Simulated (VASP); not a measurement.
InAs:

```
In As
1.0
     0.00000    3.05459    3.05459
     3.05459    0.00000    3.05459
     3.05459    3.05459    0.00000
In As
1 1
Direct
  0.00000 0.00000 0.00000
  0.25000 0.25000 0.25000
```

Base run:

```yaml
Program: VASP 6.6.1
Functional: PBE
Potentials_or_basis: VASP PAW PBE potentials, release 64 (In_d, As)
Cutoff: 520 eV
k_mesh: 8 × 8 × 8
Occupations: fermi-dirac, width 0.02 eV
Spin: no spin polarisation
```

Its results: band gap on the k mesh zero (filled and empty bands touch); pressure 2.1 GPa.

**Question.** The run is repeated on the same cell with these changes: functional from PBE to r2SCAN. What comes out?

**Answer.** Band gap on the k mesh 0.08 eV; pressure 0.0 GPa.

Caveats: spin-orbit coupling is left out, which moves the levels of the heavy elements; semilocal functionals underestimate gaps, so a narrow gap can read as zero (at least some runs); the PAW data sets were made with another functional, which shifts forces and pressure a little (at least some runs).

